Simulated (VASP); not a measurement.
Set up this calculation in VASP 6.6.1, as the native input.

| Quantity | Value |
| --- | --- |
| Task | electric field gradients |
| Functional | PBE |
| Potentials or basis | VASP PAW PBE potentials, release 64 (W_sv) |
| Cutoff | 520 eV |
| k mesh | 14 × 14 × 14 |
| Occupations | fermi-dirac, width 0.05 eV |
| Spin | no spin polarisation |
| Dipole correction | no |
| Further INCAR settings | ALGO = Normal; EDIFF = 1e-08; NBANDS = 13 |

The structure of W lies in POSCAR:

```
W
1.0
    0.0000000000      1.9955865722      1.9955865722
    1.9955865722      0.0000000000      1.9955865722
    1.9955865722      1.9955865722      0.0000000000
W
1
Direct
    0.0000000000      0.0000000000      0.0000000000
```

This cell differs from its parent crystal: volume scaled by 0.95.

One way to write it, as run:

INCAR

```
SYSTEM = W
  PREC = Accurate
  ENCUT = 520
  EDIFF = 1E-8
  ISMEAR = -1
  SIGMA = 0.05
  LREAL = .FALSE.
  LASPH = .TRUE.
  NELM = 100
  ALGO = Normal
  ISIF = 2
  LWAVE = .FALSE.
  LCHARG = .FALSE.
  GGA = PE
  LEFG = .TRUE.
  NBANDS = 13
```

KPOINTS

```
regular mesh
0
G
  14 14 14
  0 0 0
```

Potentials or basis: VASP PAW PBE potentials, release 64 (W_sv).

The run is started by

```console
$ cat potpaw_PBE.64/W_sv/POTCAR > POTCAR
$ mpirun -np 1 vasp_std > vasp.out
```

It gave:

| Item | Value |
| --- | --- |
| Pressure | 11.1 GPa |
| Band gap on the k mesh | zero (band 7 reaches 14.17 eV, above the bottom of band 8 at 10.34 eV) |

Caveat: without QUAD_EFG the Cq values of the log hold for a quadrupole moment of 1 mb, not for the nuclei; spin-orbit coupling is left out, which moves the levels of the heavy elements.

Wall time 10 s on 1 thread of Intel(R) Xeon(R) Platinum 8488C (Sapphire Rapids), on a shared host, peak memory 0.15 GiB.
